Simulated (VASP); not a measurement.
A run of VASP 6.6.1 is set up as follows.

Contents of INCAR:

```
PREC = Accurate
ENCUT = 820
EDIFF = 1E-7
ISMEAR = -1
SIGMA = 0.1
LREAL = F
LASPH = T
NELM = 120
ALGO = Normal
ISIF = 3
LWAVE = F
LCHARG = F
GGA = CA
IBRION = 2
NSW = 80
EDIFFG = -0.01
GGA_COMPAT = F
NELMIN = 4
```

File KPOINTS:

```
regular mesh
0
Gamma
  14 14 4
```

File POSCAR:

```
Cu
1.0
    2.5561591618      0.0000000000      0.0000000000
   -1.2780795809      2.2136987702      0.0000000000
    0.0000000000      0.0000000000      8.3484158223
Cu
4
Direct
    0.0000000000      0.0000000000      0.0000000000
    0.0000000000      0.0000000000      0.5000000000
    0.3333333333      0.6666666667      0.2500000000
    0.6666666667      0.3333333333      0.7500000000
```

Potentials or basis: VASP PAW LDA potentials, release 64 (Cu_sv_GW).

Launch:

```bash
$ cat potpaw_LDA.64/Cu_sv_GW/POTCAR > POTCAR
$ mpirun -np 1 vasp_std > vasp.out
```

(1) Estimate the relaxed cell.

(2) Predict the relaxed volume.

(3) What does it give for the band gap on the k mesh?

(4) Predict the space group after relaxing (to 0.1 Å).

Results:

(1) a = 2.488 Å, b = 2.488 Å, c = 8.127 Å, α = 90.00°, β = 90.00°, γ = 120.00°.

(2) 10.90 Å³/atom.

(3) zero (bands 38 and 39 overlap by 4.84 eV).

(4) P6_3/mmc (No. 194).
